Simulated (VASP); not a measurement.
SrTiO3, 5 atoms in the cell. The structure is trigonal, space group R-3m (No. 166). Conventional cell: a = 5.578 Å, b = 5.578 Å, c = 6.628 Å, α = 90.00°, β = 90.00°, γ = 120.00°. Within 3.6 Å of Sr (site symmetry -3m) lie 12 O at 2.73 to 2.79 Å and 8 Ti at 3.31 to 3.40 Å. Ti (site symmetry -3m) has 6 O at 1.95 Å within 2.6 Å. O (site symmetry 2/m) has 2 Ti at 1.95 Å within 2.6 Å.  This cell differs from its parent crystal: equal xy, yz and zx shear strains of -2 %.

| Property | Result |
| --- | --- |
| Program | VASP 6.6.1 |
| Task | single point |
| Functional | PBE |
| Potentials or basis | VASP PAW PBE potentials, release 64 (Sr_sv, Ti_sv, O) |
| Cutoff | 520 eV |
| k mesh | 7 × 7 × 7 |
| Occupations | fermi-dirac, width 0.05 eV |
| Spin | no spin polarisation |
| Dipole correction | no |
| Further INCAR settings | ALGO = Normal; EDIFF = 1e-07; NBANDS = 28 |

Potentials or basis: VASP PAW PBE potentials, release 64 (Sr_sv, Ti_sv, O).

Launch:

```sh
$ cat potpaw_PBE.64/Sr_sv/POTCAR potpaw_PBE.64/Ti_sv/POTCAR potpaw_PBE.64/O/POTCAR > POTCAR
$ mpirun -np 1 vasp_std > vasp.out
```

Hardware: 1 thread of Intel Xeon 8259CL, with other jobs on the host.

**Question.** Estimate the wall time of this run.

**Answer.** Run time: 2.3 min on 1 thread of Intel Xeon 8259CL (shared host), peak memory 0.22 GiB. Counts: scf iterations 17, k points 44.
